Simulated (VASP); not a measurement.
# CoSi2 (I4mm) in VASP: notebook

The runs below take CoSi2 through single point, with PBEsol.

All numbers are computed with VASP 6.6.1; they aren't measurements. Logs are shortened: lines on timing, memory, paths and dates and some standing lists are left out, and cuts for length are marked.

### 1 The cell of the first run

Symmetry: I4mm, No. 107, tetragonal system. The conventional cell has a = 3.694 Å, b = 3.694 Å, c = 5.224 Å, α = 90.00°, β = 90.00°, γ = 90.00°. Co (site symmetry 4mm) has 8 Si at 2.19 to 2.34 Å within 2.9 Å. Within 2.9 Å of Si (site symmetry 2mm) lie 4 Co at 2.19 to 2.34 Å and 6 Si at 2.61 Å.

### 2 Single point, PBEsol (atoms displaced along a vibrational mode, the cell strained)

Input file INCAR:

```
SYSTEM = CoSi2
PREC     = Accurate       ! precision mode
ENCUT    = 520            ! plane-wave cutoff, eV
EDIFF    = 1E-7           ! SCF threshold, eV
ISMEAR   = 0              ! smearing method
SIGMA    = 0.15           ! smearing width, eV
LREAL    = .False.        ! projectors in reciprocal space
LASPH    = .True.         ! aspherical terms in the spheres
NELM     = 80             ! most SCF steps
ALGO     = Normal         ! electronic algorithm
ISIF     = 2              ! what is computed and relaxed
LWAVE    = .False.        ! write WAVECAR
LCHARG   = .False.        ! write CHGCAR
GGA      = PS             ! functional
NBANDS   = 16             ! bands
```

Input file KPOINTS:

```
Automatic mesh
0
Gamma
  14 14 14
  0 0 0
```

Input file POSCAR:

```
CoSi2
1.0
    0.0000000000      2.6119920767      2.6119920767
    2.6119920767      0.0000000000      2.6119920767
    2.6119920767      2.6119920767      0.0000000000
Co Si
1 2
Direct
    0.0120558520     -0.0120558520     -0.0120558520
    0.2373510795      0.2626489205      0.2626489205
    0.7373510795      0.7626489205      0.7626489205
```

Potentials or basis: VASP PAW PBE potentials, release 64 (Co, Si).

Started as:

```console
$ cat potpaw_PBE.64/Co/POTCAR potpaw_PBE.64/Si/POTCAR > POTCAR
$ mpirun -np 1 vasp_std > vasp.out
```

OUTCAR:

```text
SYSTEM = CoSi2
   PREC = Accurate
   ENCUT = 520
   EDIFF = 1E-7
   ISMEAR = 0
   LREAL = .False.
   LASPH = .True.
   NELM = 80
   ISIF = 2
   GGA = PS

 ion  position               nearest neighbor table
   1  0.012  0.988  0.988-   3 2.19   3 2.19   2 2.19   2 2.19   3 2.34   3 2.34   2 2.34   2 2.34

   2  0.237  0.263  0.263-   1 2.19   1 2.19   1 2.34   1 2.34   3 2.61   3 2.61   3 2.61   3 2.61
                             3 2.61   3 2.61
   3  0.737  0.763  0.763-   1 2.19   1 2.19   1 2.34   1 2.34   2 2.61   2 2.61   2 2.61   2 2.61
                             2 2.61   2 2.61

  LATTYP: Found a face centered cubic cell.
 ALAT       =     5.2239841534

  Lattice vectors:

 A1 = (   0.0000000000,   2.6119920767,   2.6119920767)
 A2 = (   2.6119920767,   0.0000000000,   2.6119920767)
 A3 = (   2.6119920767,   2.6119920767,   0.0000000000)

Analysis of symmetry for initial positions (statically):
=====================================================================
 Subroutine PRICEL returns:
 Original cell was already a primitive cell.

 Routine SETGRP: Setting up the symmetry group for a
 face centered cubic supercell.

 Subroutine GETGRP returns: Found  8 space group operations
 (whereof  8 operations were pure point group operations)
 out of a pool of 48 trial point group operations.

The static configuration has the point symmetry C_4v.

Analysis of symmetry for dynamics (positions and initial velocities):
=====================================================================
 Subroutine PRICEL returns:
 Original cell was already a primitive cell.

 Routine SETGRP: Setting up the symmetry group for a
 face centered cubic supercell.

 Subroutine GETGRP returns: Found  8 space group operations
 (whereof  8 operations were pure point group operations)
 out of a pool of 48 trial point group operations.

The dynamic configuration has the point symmetry C_4v.

 Subroutine INISYM returns: Found  8 space group operations
 (whereof  8 operations are pure point group operations),
 and found     1 'primitive' translations

----------------------------------------------------------------------------------------

                                     Primitive cell

  volume of cell :      35.6406

  direct lattice vectors                    reciprocal lattice vectors
     0.000000000  2.611992077  2.611992077    -0.191424777  0.191424777  0.191424777
     2.611992077  0.000000000  2.611992077     0.191424777 -0.191424777  0.191424777
     2.611992077  2.611992077  0.000000000     0.191424777  0.191424777 -0.191424777

  length of vectors
     3.693914620  3.693914620  3.693914620     0.331557439  0.331557439  0.331557439

  position of ions in fractional coordinates (direct lattice)
     0.012055852  0.987944148  0.987944148
     0.237351080  0.262648920  0.262648920
     0.737351080  0.762648920  0.762648920

  ion indices of the primitive-cell ions
   primitive index   ion index
                 1           1
                 2           2
                 3           3

----------------------------------------------------------------------------------------

 KPOINTS: Automatic mesh

Automatic generation of k-mesh.
 Grid dimensions read from file:
 generate k-points for:   14   14   14

 Generating k-lattice:

  Cartesian coordinates                     Fractional coordinates (reciprocal lattice)
    -0.013673198  0.013673198  0.013673198     0.071428571  0.000000000  0.000000000
     0.013673198 -0.013673198  0.013673198     0.000000000  0.071428571  0.000000000
     0.013673198  0.013673198 -0.013673198     0.000000000  0.000000000  0.071428571

  Length of vectors
     0.023682674  0.023682674  0.023682674

  Shift w.r.t. Gamma in fractional coordinates (k-lattice)
     0.000000000  0.000000000  0.000000000

 Subroutine IBZKPT returns following result:
 ===========================================

 Found    244 irreducible k-points:

 Following reciprocal coordinates:
            Coordinates               Weight
  0.000000  0.000000  0.000000      1.000000
  0.071429  0.000000  0.000000      8.000000
  0.142857  0.000000  0.000000      8.000000
  0.214286  0.000000  0.000000      8.000000
  0.285714  0.000000  0.000000      8.000000
  0.357143  0.000000  0.000000      8.000000
[... 16 lines left out ...]
 -0.428571  0.071429  0.000000     16.000000
  0.000000 -0.428571  0.071429      8.000000
 [... further k-points ...]
   k-points           NKPTS =    244   k-points in BZ     NKDIM =    244   number of bands    NBANDS=     16
   number of dos      NEDOS =    301   number of ions     NIONS =      3
   total plane-waves  NPLWV =  21952
   dimension x,y,z NGX =    28 NGY =   28 NGZ =   28
   dimension x,y,z NGXF=    56 NGYF=   56 NGZF=   56
   ions per type =               1   2
   NGX,Y,Z   is equivalent  to a cutoff of  12.60, 12.60, 12.60 a.u.
   NGXF,Y,Z  is equivalent  to a cutoff of  25.20, 25.20, 25.20 a.u.
 SYSTEM =  CoSi2
   PREC   = accura    normal or accurate (medium, high low for compatibility)
   ISTART =      0    job   : 0-new  1-cont  2-samecut
   ICHARG =      2    charge: 1-file 2-atom 10-const
   ISPIN  =      1    spin polarized calculation?
   LNONCOLLINEAR =      F non collinear calculations
   LSORBIT =      F    spin-orbit coupling
   LASPH  =      T    aspherical Exc in radial PAW
   ENCUT  =  520.0 eV  38.22 Ry    6.18 a.u.   6.87  6.87  6.87*2*pi/ulx,y,z
   NELM   =     80;   NELMIN=  2; NELMDL= -5     # of ELM steps
   EDIFF  = 0.1E-06   stopping-criterion for ELM
   LREAL  =      F    real-space projection
   EDIFFG = 0.1E-05   stopping-criterion for IOM
   NSW    =      0    number of steps for IOM
   IBRION =     -1    ionic relax: 0-MD 1-quasi-New 2-CG
   NFREE  =      0    steps in history (QN), initial steepest desc. (CG)
   ISIF   =      2    stress and relaxation
   ISYM   =      2    0-nonsym 1-usesym 2-fastsym
   POTIM  = 0.5000    time-step for ionic-motion
   TEBEG  =    0.0;   TEEND  =   0.0 temperature during run
   PSTRESS=    0.0 pullay stress
   NELECT =      17.0000    total number of electrons
   NUPDOWN=      -1.0000    fix difference up-down
   EMIN   =  10.00;   EMAX   =-10.00  energy-range for DOS
   EFERMI =   0.00;   METHOD = LEGACY
   ISMEAR =     0;   SIGMA  =   0.15  broadening in eV -4-tet -1-fermi 0-gaus
   EFERMI_NEDOS =   21; number of points for ismear=-14 and -15
   IALGO  =     38    algorithm
   IMIX   =      4    mixing-type and parameters
     AMIX     =   0.40;   BMIX     =  1.00
     AMIX_MAG =   1.60;   BMIX_MAG =  1.00
  volume/ion in A,a.u.               =      11.88        80.17
  Fermi-wavevector in a.u.,A,eV,Ry     =   1.279114  2.417175 22.260939  1.636133
  Thomas-Fermi vector in A             =   2.411618
   LORBIT       =      0    0 simple, 1 ext, 2 COOP (PROOUT), +10 PAW based schemes
   GGA     = PS    functional components
   LHFCALC =     F    Hartree Fock is set to
   AEXX    =    0.0000 exact exchange contribution
   IVDW    =     0    specifies the selected vdW correction
   LEPSILON=     F    determine dielectric tensor
   LRPA    =     F    only Hartree local field effects (RPA)
 non-spin polarized calculation
 Gauss-broadening in eV      SIGMA  =   0.15
  energy-cutoff  :      520.00
  volume of cell :       35.64
 maximum number of plane-waves:       982
   NGX = 13   NGY = 13   NGZ = 13

 number of electron      16.9999999 magnetization

 Free energy of the ion-electron system (eV)
  ---------------------------------------------------
  ext. energy  EPLUGINS =         0.00000000
  ---------------------------------------------------
  free energy    TOTEN  =       -20.79818399 eV

  energy without entropy =      -20.78740919  energy(sigma->0) =      -20.79279659

 E-fermi :  11.0528     XC(G=0): -12.1986

 val. band max:       11.0085054610   @ k =   0.4286   0.0714   0.0000
 cond. band min:      11.0609905702   @ k =   0.4286   0.2143   0.0714
 fundamental gap:      0.0524851092
 Fermi energy:        11.0527622127

 k-point     1 :       0.0000    0.0000    0.0000
  band No.  band energies     occupation
      1      -2.6716      2.00000
      2       6.5763      2.00000
      3       6.6174      2.00000
      4       6.6174      2.00000
      5       8.8300      2.00000
      6       8.8542      2.00000
[... 8 lines left out ...]
     15      17.0652      0.00000
     16      17.0663      0.00000

 k-point     2 :       0.0714    0.0000    0.0000
  band No.  band energies     occupation
      1      -2.5894      2.00000
      2       6.4249      2.00000
      3       6.6239      2.00000
      4       6.6464      2.00000
      5       8.8035      2.00000
      6       8.8284      2.00000
[... 8 lines left out ...]
     15      16.7453      0.00000
     16      17.0228      0.00000

 k-point     3 :       0.1429    0.0000    0.0000
  band No.  band energies     occupation
      1      -2.3441      2.00000
      2       5.9355      2.00000
      3       6.7052      2.00000
      4       6.7276      2.00000
      5       8.7401      2.00000
      6       8.7672      2.00000
[... 8 lines left out ...]
     15      16.6514      0.00000
     16      17.4096      0.00000

 k-point     4 :       0.2143    0.0000    0.0000
  band No.  band energies     occupation
      1      -1.9393      2.00000
      2       5.1930      2.00000
      3       6.8222      2.00000
      4       6.8418      2.00000
      5       8.6837      2.00000
      6       8.7134      2.00000
[... 8 lines left out ...]
     15      17.4012      0.00000
     16      18.4965      0.00000
[... 324 lines left out ...]
 k-point    22 :       0.0000    0.5000    0.0714
  band No.  band energies     occupation
      1       0.7603      2.00000
      2       1.6205      2.00000
      3       6.9716      2.00000
      4       7.0894      2.00000
      5       8.4621      2.00000
      6       9.0662      2.00000
[... 8 lines left out ...]
     15      21.8087      0.00000
     16      22.5315      0.00000

 k-point    23 :      -0.4286    0.0714    0.0000
  band No.  band energies     occupation
      1       0.4900      2.00000
      2       1.9169      2.00000
      3       6.9015      2.00000
      4       7.1482      2.00000
      5       8.5429      2.00000
      6       8.8985      2.00000
[... 8 lines left out ...]
     15      21.2109      0.00000
     16      22.1631      0.00000

 k-point    24 :       0.0000   -0.4286    0.0714
  band No.  band energies     occupation
      1       0.4899      2.00000
      2       1.9174      2.00000
      3       6.9026      2.00000
      4       7.1465      2.00000
      5       8.5409      2.00000
      6       8.8828      2.00000
[... 8 lines left out ...]
     15      21.2034      0.00000
     16      22.1833      0.00000

 [... further k-points ...]

------------------------ aborting loop because EDIFF is reached ----------------------------------------

  FORCE on cell =-STRESS in cart. coord.  units (eV):
  Direction    XX          YY          ZZ          XY          YZ          ZX
  --------------------------------------------------------------------------------------
  -------------------------------------------------------------------------------------
  Total        2.6689147      2.9375777      2.9375777      0.0000000      0.0000000      0.0000000
  in kB      119.9774758    132.0548578    132.0548578      0.0000000      0.0000000      0.0000000
  external PRESSURE =     128.0290638 kB  Pullay stress =       0.0000000 kB

 VOLUME and BASIS-vectors are now :
 -----------------------------------------------------------------------------
  energy-cutoff  :      520.00
  volume of cell :       35.64
      direct lattice vectors                 reciprocal lattice vectors
     0.000000000  2.611992077  2.611992077    -0.191424777  0.191424777  0.191424777
     2.611992077  0.000000000  2.611992077     0.191424777 -0.191424777  0.191424777
     2.611992077  2.611992077  0.000000000     0.191424777  0.191424777 -0.191424777

 POSITION                                       TOTAL-FORCE (eV/Angst)
 -----------------------------------------------------------------------------------
      5.16100      2.61199      2.61199         1.973849      0.000000      0.000000
      1.37207      1.30600      1.30600        -0.986925      0.000000      0.000000
      3.98407      3.91799      3.91799        -0.986925      0.000000      0.000000
 -----------------------------------------------------------------------------------
    total drift:                               -0.000261     -0.000002     -0.000002

  FREE ENERGIE OF THE ION-ELECTRON SYSTEM (eV)
  ---------------------------------------------------
  free  energy   TOTEN  =       -20.7981839883 eV

  energy  without entropy=      -20.7874091946  energy(sigma->0) =      -20.79279659
```

Wall time 81 s (1 thread of AMD EPYC 9R45 (Zen 5), shared host); peak memory 0.23 GiB.

Results:

```yaml
Free_energy: -20.7982 eV
Pressure: 12.8 GPa
Largest_force: 1.974 eV/Å
Band_gap_on_the_k_mesh: zero (an odd number of electrons rules out a gap without spin polarisation)
```

Forces in eV/Å, atoms in the order of the input:
```
Co   1.974  0.000  0.000
Si  -0.987  0.000  0.000
Si  -0.987  0.000  0.000
```

Caveat: the cell differs from its parent crystal (atoms displaced along a vibrational mode, the cell strained); the cell stands under pressure; the PAW data sets were made with another functional, which shifts forces and pressure a little; an odd number of electrons without spin polarisation forces a metal; a magnetic or distorted state may lie lower.

### 3 Single point, PBEsol (atoms displaced along a vibrational mode, the cell strained)

Input file INCAR:

```
SYSTEM = CoSi2
ALGO = Normal ; EDIFF = 1E-6
ENCUT = 520 ; GGA = PS
ISIF = 2 ; ISMEAR = 0
LASPH = .TRUE. ; LCHARG = .TRUE.
LELF = .TRUE. ; LREAL = .FALSE.
LVHAR = .TRUE. ; LWAVE = .FALSE.
NBANDS = 16 ; NELM = 60
PREC = Accurate ; SIGMA = 0.15
```

Input file KPOINTS:

```
k-points
0
G
  14 14 14
  0 0 0
```

Input file POSCAR:

```
CoSi2
1.0
    0.0000000000      2.6119920767      2.6119920767
    2.6119920767      0.0000000000      2.6119920767
    2.6119920767      2.6119920767      0.0000000000
Co Si
1 2
Direct
    0.0160744693     -0.0160744693     -0.0160744693
    0.2331347727      0.2668652273      0.2668652273
    0.7331347727      0.7668652273      0.7668652273
```

Potentials or basis: VASP PAW PBE potentials, release 64 (Co, Si).

Started as:

```console
$ cat potpaw_PBE.64/Co/POTCAR potpaw_PBE.64/Si/POTCAR > POTCAR
$ mpirun -np 1 vasp_std > vasp.out
```

Run time: 82 s. Hardware: 1 thread of AMD EPYC 9R45 (Zen 5), shared host; peak memory 0.23 GiB.

It converged, with:

- Free energy: -20.6992 eV
- Pressure: 14.0 GPa
- Largest force: 2.627 eV/Å
- Band gap on the k mesh: zero (an odd number of electrons rules out a gap without spin polarisation)

Forces on the atoms (eV/Å):
```
Co   2.627  0.000  0.000
Si  -1.314  0.000  0.000
Si  -1.314  0.000  0.000
```

Stress tensor (GPa, compression positive):
```
12.56  0.00  0.00
 0.00 14.75  0.00
 0.00  0.00 14.75
```

Levels at points of the mesh, in eV from the Fermi level:
```tsv
k point	band 5	band 6	band 7	band 8	band 9	band 10	band 11	band 12	band 13	band 14
(0.00, 0.00, 0.00)	-2.26	-2.21	1.38	3.07	3.07	3.50	3.90	4.01	4.01	6.03
(0.50, 0.00, 0.00)	-2.44	-2.02	-1.91	-0.44	-0.38	2.57	3.63	3.94	4.95	10.70
(0.50, 0.50, 0.00)	-3.90	-2.31	-2.20	-2.13	-1.57	1.84	2.87	8.66	10.26	10.35
(0.00, 0.50, 0.50)	-3.94	-2.13	-2.13	-2.11	-1.61	1.82	2.84	8.75	10.30	10.30
```

Caveat: the cell differs from its parent crystal (atoms displaced along a vibrational mode, the cell strained); the cell stands under pressure; the PAW data sets were made with another functional, which shifts forces and pressure a little; an odd number of electrons without spin polarisation forces a metal; a magnetic or distorted state may lie lower.

(Continued in part 2 of 2.)

The gap in the log of VASP goes by the Fermi energy; the results here count the filled bands.